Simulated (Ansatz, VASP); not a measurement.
## Be: VASP beside Ansatz

```xyz
2
Lattice="0.0000 2.4154 2.4154 2.4154 0.0000 2.4154 2.4154 2.4154 0.0000" Properties=species:S:1:pos:R:3 pbc="T T T"
Be    0.0000    0.0000    0.0000
Be    1.2077    1.2077    1.2077
```

Change from the starting cell: volume scaled by 0.96.

Alike in both runs: task single point; functional PBE; k mesh 13 × 13 × 13; occupations fermi-dirac, width 0.08 eV; no spin polarisation.

|  | VASP | Ansatz |
| --- | --- | --- |
| version | VASP 6.6.1 | Ansatz 0.2.0 |
| potentials or method | VASP PAW PBE potentials, release 64 (Be), cutoff 520 eV | all-electron LAPW, scalar-relativistic |

|  | VASP | Ansatz | Ansatz less VASP |
| --- | --- | --- | --- |
| pressure (GPa) | 2.0 | 1.9 | -0.04 |

Ansatz ran all-electron here, and VASP with PAW potentials.
